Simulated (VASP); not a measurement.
# TbMo (Pm-3m) in VASP: further runs, part 2 of 2

VASP 6.6.1.

## Step 4: Relaxation of cell and atoms, PBE

This run uses another cell than the first one, of 23.64 Å³/atom.

The input, INCAR:

```
ALGO = Normal
EDIFF = 1E-7
EDIFFG = -0.04
ENCUT = 500
GGA = PE
GGA_COMPAT = False
IBRION = 2
ISIF = 3
ISMEAR = 0
LASPH = True
LCHARG = False
LMAXMIX = 6
LREAL = False
LWAVE = False
NELM = 200
NELMIN = 4
NSW = 90
PREC = Accurate
SIGMA = 0.1
```

The input, KPOINTS:

```
k-points
0
Gamma
  6 6 6
```

The input, POSCAR:

```
TbMo
1.0
    3.6157797000      0.0000000000      0.0000000000
    0.0000000000      3.6157797000      0.0000000000
    0.0000000000      0.0000000000      3.6157797000
Tb Mo
1 1
Direct
    0.5000000000      0.5000000000      0.5000000000
    0.0000000000      0.0000000000      0.0000000000
```

Potentials or basis: VASP PAW PBE potentials, release 64 (Tb_3, Mo_sv), 4f in core.

On the command line:

```bash
> cat potpaw_PBE.64/Tb_3/POTCAR potpaw_PBE.64/Mo_sv/POTCAR > POTCAR
> mpirun -np 1 vasp_std > vasp.out
```

OUTCAR:

```text
EDIFF = 1E-7
   EDIFFG = -0.04
   ENCUT = 500
   GGA = PE
   IBRION = 2
   ISIF = 3
   ISMEAR = 0
   LASPH = True
   LREAL = False
   NELM = 200
   NELMIN = 4
   NSW = 90
   PREC = Accurate

 ion  position               nearest neighbor table
   1  0.500  0.500  0.500-   2 3.13   2 3.13   2 3.13   2 3.13   2 3.13   2 3.13   2 3.13   2 3.13

   2  0.000  0.000  0.000-   1 3.13   1 3.13   1 3.13   1 3.13   1 3.13   1 3.13   1 3.13   1 3.13

  LATTYP: Found a simple cubic cell.
 ALAT       =     3.6157797000

  Lattice vectors:

 A1 = (   3.6157797000,   0.0000000000,   0.0000000000)
 A2 = (   0.0000000000,   3.6157797000,   0.0000000000)
 A3 = (   0.0000000000,   0.0000000000,   3.6157797000)

Analysis of symmetry for initial positions (statically):
=====================================================================
 Subroutine PRICEL returns:
 Original cell was already a primitive cell.

 Routine SETGRP: Setting up the symmetry group for a
 simple cubic supercell.

 Subroutine GETGRP returns: Found 48 space group operations
 (whereof 48 operations were pure point group operations)
 out of a pool of 48 trial point group operations.

The static configuration has the point symmetry O_h .

Analysis of symmetry for dynamics (positions and initial velocities):
[... 151 lines left out ...]
  ---------------------------------------------------
  ext. energy  EPLUGINS =         0.00000000
  ---------------------------------------------------
  free energy    TOTEN  =       -14.07425866 eV

  energy without entropy =      -14.04809201  energy(sigma->0) =      -14.06117534

------------------------ aborting loop because EDIFF is reached ----------------------------------------

  FORCE on cell =-STRESS in cart. coord.  units (eV):
  Direction    XX          YY          ZZ          XY          YZ          ZX
  --------------------------------------------------------------------------------------
  -------------------------------------------------------------------------------------
  Total       -2.1504508     -2.1504508     -2.1504508      0.0000000      0.0000000     -0.0000000
  in kB      -72.8843366    -72.8843366    -72.8843366      0.0000000      0.0000000     -0.0000000
  external PRESSURE =     -72.8843366 kB  Pullay stress =       0.0000000 kB
[... 59 lines left out ...]
--------------------------------------- Ionic step        3  -------------------------------------------

 number of electron      23.0000001 magnetization

 Free energy of the ion-electron system (eV)
  ---------------------------------------------------
  ext. energy  EPLUGINS =         0.00000000
  ---------------------------------------------------
  free energy    TOTEN  =       -14.17818378 eV

  energy without entropy =      -14.15109971  energy(sigma->0) =      -14.16464175

 E-fermi :   6.4343     XC(G=0): -11.6009

 val. band max:        6.4337515145   @ k =   0.1667   0.1667   0.0000
 cond. band min:       6.4382975313   @ k =   0.5000   0.1667   0.1667
 fundamental gap:      0.0045460167
 Fermi energy:         6.4342742400

 k-point     1 :       0.0000    0.0000    0.0000
  band No.  band energies     occupation
      1     -53.7333      2.00000
      2     -27.8138      2.00000
      3     -27.8138      2.00000
      4     -27.8138      2.00000
      5     -14.5932      2.00000
      6     -14.5932      2.00000
      7     -14.5932      2.00000
      8       1.1561      2.00000
      9       3.6040      2.00000
     10       3.6040      2.00000
     11       6.8525      0.00000
     12       6.8525      0.00000
     13       6.8525      0.00000
     14      10.3175      0.00000
[... 370 lines left out ...]
  FREE ENERGIE OF THE ION-ELECTRON SYSTEM (eV)
  ---------------------------------------------------
  free  energy   TOTEN  =       -14.1781837772 eV

  energy  without entropy=      -14.1510997149  energy(sigma->0) =      -14.16464175

 reached required accuracy - stopping structural energy minimisation
```

OSZICAR:

```text
N       E                     dE             d eps       ncg     rms          rms(c)
DAV:   1     0.144292562615E+03    0.14429E+03   -0.11372E+04   600   0.139E+03
DAV:   2    -0.111331199237E+02   -0.15543E+03   -0.15423E+03   698   0.394E+02
DAV:   3    -0.151163935829E+02   -0.39833E+01   -0.36461E+01   831   0.487E+01
[... 31 lines left out ...]
DAV:   6    -0.141781842798E+02   -0.71026E-03   -0.62369E-04   635   0.201E-01    0.425E-02
DAV:   7    -0.141781809492E+02    0.33305E-05   -0.87280E-05   779   0.583E-02    0.169E-02
DAV:   8    -0.141781838599E+02   -0.29107E-05   -0.17947E-06   621   0.112E-02    0.561E-03
DAV:   9    -0.141781837553E+02    0.10464E-06   -0.17566E-06   705   0.703E-03    0.544E-04
DAV:  10    -0.141781837772E+02   -0.21906E-07   -0.36645E-08   321   0.168E-03
   3 F= -.14178184E+02 E0= -.14164642E+02  d E =-.103925E+00
```

Wall time 28 s (1 thread of AMD EPYC 9R45 (Zen 5), shared host); peak memory 0.15 GiB.

Results:

* Free energy: -14.1782 eV
* Relaxed volume: 21.51 Å³/atom
* Relaxed cell: a = 3.504 Å, b = 3.504 Å, c = 3.504 Å, α = 90.00°, β = 90.00°, γ = 90.00°
* Space group after relaxing (to 0.1 Å): Pm-3m (No. 221)
* Energy gained by relaxing: 52.0 meV/atom
* Ionic steps: 3
* Pressure after relaxing: 0.0 GPa
* Band gap on the k mesh: zero (an odd number of electrons rules out a gap without spin polarisation)

The path:
```csv
step,energy change (eV),largest force (eV/Å),pressure (GPa),volume (Å³)
1,0.0000,0.0000,-7.29,47.27
2,-0.0524,0.0000,6.33,40.29
3,-0.1039,0.0000,-0.02,43.02
```

Final structure:
```yaml
crystal:
  lattice:
    - [3.50385, 0.00000, 0.00000]
    - [0.00000, 3.50385, 0.00000]
    - [0.00000, 0.00000, 3.50385]
  atoms:
    - { symbol: Tb, position: [0.50000, 0.50000, 0.50000] }
    - { symbol: Mo, position: [0.00000, 0.00000, 0.00000] }
```

Caveat: spin-orbit coupling is left out, which moves the levels of the heavy elements; the 4f electrons are frozen in the core, so they carry no moment and show no levels. Spin polarisation is off, so any magnetic state and its effect on volume and gap are missing.

## Step 5: Single point, PBE, collinear spin

The input, INCAR:

```
SYSTEM = TbMo
PREC = Accurate ; ENCUT = 500
EDIFF = 1E-6 ; ISMEAR = 0
SIGMA = 0.1 ; LREAL = .False.
LASPH = .True. ; NELM = 200
ALGO = Normal ; ISIF = 2
LWAVE = .False. ; LCHARG = .False.
ISPIN = 2 ; MAGMOM = 0 1
LORBIT = 11 ; LMAXMIX = 6
GGA = PE ; NBANDS = 22
GGA_COMPAT = .False.
```

The input, KPOINTS:

```
regular mesh
0
Gamma
  6 6 6
  0 0 0
```

The input, POSCAR:

```
TbMo
1.0
    3.4978479667      0.0000000000      0.0000000000
    0.0000000000      3.4978479667      0.0000000000
    0.0000000000      0.0000000000      3.4978479667
Tb Mo
1 1
Direct
    0.5000000000      0.5000000000      0.5000000000
    0.0000000000      0.0000000000      0.0000000000
```

On the command line:

```bash
> cat potpaw_PBE.64/Tb_3/POTCAR potpaw_PBE.64/Mo_sv/POTCAR > POTCAR
> mpirun -np 1 vasp_std > vasp.out
```

Run time: 31 s. Hardware: 1 thread of AMD EPYC 9R45 (Zen 5), shared host; peak memory 0.16 GiB.

The run converged. Its results:

| Property | Result |
| --- | --- |
| Free energy | -14.1896 eV |
| Pressure | 1.8 GPa |
| Net moment | 1.35 μB per cell |
| Site moments | Tb +0.16; Mo +1.03 μB |
| Valence electrons inside the program's atomic spheres | Tb 8.42; Mo 12.39 |

Levels at points of the mesh, in eV from the Fermi level:
Spin up:
| k point | band 10 | band 11 | band 12 | band 13 | band 14 | band 15 |
| --- | --- | --- | --- | --- | --- | --- |
| (0.00, 0.00, 0.00) | -3.11 | -0.05 | -0.05 | -0.05 | 3.71 | 3.71 |
| (0.50, 0.00, 0.00) | -1.63 | -0.16 | -0.16 | 0.58 | 0.67 | 2.50 |
| (0.50, 0.50, 0.00) | -1.50 | -1.50 | 1.74 | 2.16 | 2.42 | 2.42 |
| (0.50, 0.50, 0.50) | -1.07 | -0.49 | -0.49 | -0.49 | 1.82 | 1.82 |
Spin down:
```csv
k point,band 7,band 8,band 9,band 10,band 11,band 12,band 13,band 14,band 15,band 16
"(0.00, 0.00, 0.00)",-21.12,-5.20,-2.77,-2.77,0.76,0.76,0.76,3.90,3.90,7.33
"(0.50, 0.00, 0.00)",-21.10,-1.91,-1.70,-1.15,0.69,0.69,0.73,1.50,2.97,2.97
"(0.50, 0.50, 0.00)",-21.04,-3.03,-2.61,-0.81,-0.81,2.31,2.67,2.74,2.74,4.68
"(0.50, 0.50, 0.50)",-21.55,-0.31,-0.31,-0.31,-0.24,-0.24,-0.24,2.39,2.39,6.77
```

Caveat: the magnetic or orbital state may not be the lowest; spin-orbit coupling is left out, which moves the levels of the heavy elements; the 4f electrons are frozen in the core, so they carry no moment and show no levels.

## Step 6: Single point, PBE, collinear spin

This run uses another cell than the first one, of 21.59 Å³/atom.

The input, INCAR:

```
ALGO = Normal ; EDIFF = 1E-6
ENCUT = 500 ; GGA = PE
GGA_COMPAT = False ; ISIF = 2
ISMEAR = 0 ; ISPIN = 2
LASPH = True ; LCHARG = True
LELF = True ; LMAXMIX = 6
LORBIT = 11 ; LREAL = False
LVHAR = True ; LWAVE = False
MAGMOM = 0 1.1 ; NBANDS = 22
NELM = 200 ; PREC = Accurate
SIGMA = 0.1
```

The input, KPOINTS:

```
k-points
0
Gamma
  16 16 16
```

The input, POSCAR:

```
TbMo
1.0
    3.5081989894      0.0000000000      0.0000000000
    0.0000000000      3.5081989894      0.0000000000
    0.0000000000      0.0000000000      3.5081989894
Tb Mo
1 1
Direct
    0.5000000000      0.5000000000      0.5000000000
    0.0000000000      0.0000000000      0.0000000000
```

Potentials or basis: VASP PAW PBE potentials, release 64 (Tb_3, Mo_sv), 4f in core.

On the command line:

```bash
> cat potpaw_PBE.64/Tb_3/POTCAR potpaw_PBE.64/Mo_sv/POTCAR > POTCAR
> mpirun -np 1 vasp_std > vasp.out
```

Run time: 3.4 min. Hardware: 1 thread of AMD EPYC 9R45 (Zen 5), shared host; peak memory 0.32 GiB.

Results (log left out):

```yaml
Free_energy: -14.2115 eV
Pressure: 0.5 GPa
Net_moment: 1.26 μB per cell
Site_moments: Tb +0.15; Mo +0.95 μB
Valence_electrons_inside_the_program's_atomic_spheres: Tb 8.39; Mo 12.38
```

Levels at points of the mesh, in eV from the Fermi level:
Spin up:
```tsv
k point	band 9	band 10	band 11	band 12	band 13	band 14	band 15	band 16
(0.00, 0.00, 0.00)	-3.03	-3.03	0.00	0.00	0.00	3.72	3.72	7.09
(0.50, 0.00, 0.00)	-2.09	-1.55	-0.11	-0.11	0.63	0.72	2.52	2.77
(0.50, 0.50, 0.00)	-3.06	-1.43	-1.43	1.78	2.18	2.42	2.42	4.35
(0.50, 0.50, 0.50)	-1.02	-1.02	-0.45	-0.45	-0.45	1.86	1.86	6.05
```
Spin down:
| k point | band 8 | band 9 | band 10 | band 11 | band 12 | band 13 | band 14 | band 15 |
| --- | --- | --- | --- | --- | --- | --- | --- | --- |
| (0.00, 0.00, 0.00) | -5.18 | -2.72 | -2.72 | 0.76 | 0.76 | 0.76 | 3.90 | 3.90 |
| (0.50, 0.00, 0.00) | -1.89 | -1.70 | -1.12 | 0.69 | 0.69 | 0.78 | 1.49 | 2.98 |
| (0.50, 0.50, 0.00) | -2.99 | -2.57 | -0.79 | -0.79 | 2.29 | 2.65 | 2.70 | 2.70 |
| (0.50, 0.50, 0.50) | -0.31 | -0.31 | -0.31 | -0.21 | -0.21 | -0.21 | 2.37 | 2.37 |

Caveat: the magnetic or orbital state may not be the lowest; spin-orbit coupling is left out, which moves the levels of the heavy elements; the 4f electrons are frozen in the core, so they carry no moment and show no levels.

## Step 7: Summary

```csv
task,spin,cell,k mesh,gap on the mesh (eV),pressure (GPa),moment (μB)
single point,off,"a = 3.498 Å, 2 atoms",6 × 6 × 6,none,0.5,-
single point,off,"a = 3.616 Å, 2 atoms",6 × 6 × 6,none,-7.3,-
relaxation of cell and atoms,off,"relaxed from a = 3.616 Å, 2 atoms",6 × 6 × 6,none,0.0,-
single point,collinear,"a = 3.498 Å, 2 atoms",6 × 6 × 6,none,1.8,1.35
single point,collinear,"a = 3.508 Å, 2 atoms",16 × 16 × 16,none,0.5,1.26
```

Alike in all rows: level PBE; potentials or basis VASP PAW PBE potentials, release 64 (Tb_3, Mo_sv), 4f in core; cutoff (eV) 500; smearing gaussian 0.1 eV.

Caveats: spin-orbit coupling is left out, which moves the levels of the heavy elements; the 4f electrons are frozen in the core, so they carry no moment and show no levels; the magnetic or orbital state may not be the lowest (at least some runs); the cell stands under tension (at least some runs).

Absolute energies hang on the potentials; compare differences alone.

The gap in the log of VASP goes by the Fermi energy; the results here count the filled bands.